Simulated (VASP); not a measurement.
A run of VASP 6.6.1 is set up as follows.

INCAR

```
PREC = Accurate
ENCUT = 520
EDIFF = 1E-6
ISMEAR = 0
SIGMA = 0.1
LREAL = F
LASPH = T
NELM = 100
ALGO = Normal
ISIF = 2
LWAVE = F
LCHARG = F
LDIPOL = T
IDIPOL = 3
DIPOL = 0.5 0.5 0.500
GGA = PE
NBANDS = 66
```

File KPOINTS:

```
Automatic mesh
0
Gamma
  8 8 1
```

File POSCAR:

```
Sn
1.0
    4.7067116633      0.0000000000      0.0000000000
    0.0000000000      4.7067116633      0.0000000000
    0.0000000000      0.0000000000     26.6485170697
Sn
8
Direct
    0.0000000000      0.5000000000      0.2801411479
    0.0000000000      0.0000000000      0.3434474552
    0.5000000000      0.0000000000      0.4062967482
    0.5000000000      0.5000000000      0.4687485143
    0.0000000000      0.5000000000      0.5312514867
    0.0000000000      0.0000000000      0.5937032537
    0.5000000000      0.0000000000      0.6565525457
    0.5000000000      0.5000000000      0.7198588483
```

Potentials or basis: VASP PAW PBE potentials, release 64 (Sn_d).

Launch:

```bash
$ cat potpaw_PBE.64/Sn_d/POTCAR > POTCAR
$ mpirun -np 1 vasp_std > vasp.out
```

Q: Predict the band gap on the k mesh.

A: Zero (bands 56 and 57 overlap by 0.68 eV).

Q: What does it give for the largest force?

A: 0.010 eV/Å.

Forces on the atoms (eV/Å):
```
Sn   0.000  0.000 -0.007
Sn   0.000  0.000  0.010
Sn   0.000  0.000 -0.007
Sn   0.000  0.000  0.008
Sn   0.000  0.000 -0.008
Sn   0.000  0.000  0.007
Sn   0.000  0.000 -0.010
Sn   0.000  0.000  0.007
```

Caveat: spin-orbit coupling is left out, which moves the levels of the heavy elements.
